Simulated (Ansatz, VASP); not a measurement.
**One calculation of Ir, two programs**

```
Ir
1.0
     2.66873    0.00000    0.00000
    -1.33437    2.31119    0.00000
     0.00000    0.00000    4.33171
Ir
2
Cartesian
  0.0000 1.5408 1.0829
  1.3344 0.7704 3.2488
```

Alike in both runs: task single point; functional LDA; k mesh 15 × 15 × 8; occupations fermi-dirac, width 0.1 eV; no spin polarisation.

|  | VASP | Ansatz |
| --- | --- | --- |
| version | VASP 6.6.1 | Ansatz 0.2.0 |
| potentials or method | VASP PAW LDA potentials, release 64 (Ir_sv_GW), cutoff 560 eV | plane waves (420 eV) with PAW, scalar-relativistic |
| valence electrons in the cell | 34 | 34 |

|  | VASP | Ansatz | Ansatz less VASP |
| --- | --- | --- | --- |
| pressure (GPa) | 17.6 | 17.9 | +0.27 |

Ansatz warns that its potentials were made for another functional, while VASP's fit it. LDA's correlation is that of Perdew and Zunger in VASP and of Perdew and Wang (1992) in Ansatz.

Spin-orbit coupling is off throughout.
